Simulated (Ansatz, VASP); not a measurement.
**NaH: VASP beside Ansatz**

INCAR

```
  PREC = Accurate
  ENCUT = 500
  EDIFF = 1E-7
  ISMEAR = 0
  SIGMA = 0.02
  LREAL = False
  LASPH = True
  NELM = 120
  ALGO = Normal
  ISIF = 3
  LWAVE = False
  LCHARG = False
  GGA = PE
  IBRION = 2
  NSW = 100
  EDIFFG = -0.002
  GGA_COMPAT = False
  NELMIN = 4
```

File KPOINTS:

```
regular mesh
0
Gamma
  8 8 8
```

Contents of POSCAR:

```
NaH
1.0
    0.0000000000      2.3864216700      2.3864216700
    2.3864216700      0.0000000000      2.3864216700
    2.3864216700      2.3864216700      0.0000000000
Na H
1 1
Direct
    0.0000000000      0.0000000000      0.0000000000
    0.5000000000      0.5000000000      0.5000000000
```

Input for Ansatz:

```yaml
crystal:
  lattice:
    - [0.0, 2.38642167, 2.38642167]
    - [2.38642167, 0.0, 2.38642167]
    - [2.38642167, 2.38642167, 0.0]
  atoms:
    - { symbol: Na, position: [0.0, 0.0, 0.0] }
    - { symbol: H, position: [0.5, 0.5, 0.5] }
basis:
  ecutwfc: 420
kpoints:
  mp_grid: { grid: [8, 8, 8] }
hamiltonian:
  xc: pbe
  pseudopotentials: { kind: paw, azcp: { folder: soft_1 } }
scf:
  occupations: { method: gaussian, width: 0.02 }
output:
  forces: true
  stress: true
  eigenvalues: true
relax:
  adjacent_minimum: "off"
  f_tol: 0.002
  max_steps: 80
  cell: { stress_tol: 0.02 }
```

Alike in both runs: task relaxation of cell and atoms; functional PBE; k mesh 8 × 8 × 8; occupations gaussian, width 0.02 eV; no spin polarisation.

```csv
,VASP,Ansatz
version,VASP 6.6.1,Ansatz 0.2.0
potentials or method,"VASP PAW PBE potentials, release 64 (Na_pv, H), cutoff 500 eV","scalar-relativistic, plane waves, PAW"
valence electrons in the cell,8,10
```

VASP gave:

- gap on the k mesh at the Fermi level, each at its own relaxed structure (eV): 3.77
- relaxed volume (Å³/atom): 14.03
- relaxed cell length with the largest relative difference (Å): 3.411

Q: Which values does Ansatz return?

A: gap on the k mesh at the Fermi level, each at its own relaxed structure (eV): 3.76; relaxed volume (Å³/atom): 14.09; relaxed cell length with the largest relative difference (Å): 3.416.

VASP's potentials hold 8 valence electrons a cell and Ansatz's 10, so a difference there can come from the potentials and not from the codes.
